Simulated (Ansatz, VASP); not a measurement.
## Two plane-wave programs on MgO

```
CELL_PARAMETERS angstrom
3.23941 0.00000 0.00000
-1.61971 2.80541 0.00000
0.00000 0.00000 15.67786
ATOMIC_POSITIONS crystal
Mg 0.00000 0.00000 0.99995
Mg 0.33333 0.66667 0.16535
Mg 0.66667 0.33333 0.33290
Mg 0.00000 0.00000 0.49995
Mg 0.66667 0.33333 0.66535
Mg 0.33333 0.66667 0.83290
O 0.00000 0.00000 0.12544
O 0.33333 0.66667 0.29192
O 0.66667 0.33333 0.45943
O 0.00000 0.00000 0.62544
O 0.66667 0.33333 0.79192
O 0.33333 0.66667 0.95943
```

Alike in both runs: functional r2SCAN; k mesh 9 × 9 × 2; occupations gaussian, width 0.02 eV; no spin polarisation.

Ansatz relaxed the structure, and its values are those at the end. VASP's run is a single point on that final structure, the one shown.

|  | VASP | Ansatz |
| --- | --- | --- |
| version | VASP 6.6.1 | Ansatz 0.2.0 |
| potentials or method | VASP PAW PBE potentials, release 64 (Mg, O), cutoff 520 eV | scalar-relativistic, plane waves, PAW |
| valence electrons in the cell | 48 | 96 |

```tsv
	VASP	Ansatz	Ansatz less VASP
gap on the k mesh at the Fermi level (eV)	4.30	4.32	+0.014
least direct gap on the mesh (eV)	4.30	4.32	+0.014
pressure (GPa)	-0.6	0.0	+0.55
```

VASP's potentials were made for PBE, not for r2SCAN. With one functional, cell and mesh, what is left measures potentials, basis and numerics. VASP's potentials hold 48 valence electrons a cell and Ansatz's 96, so a difference there can come from the potentials and not from the codes.
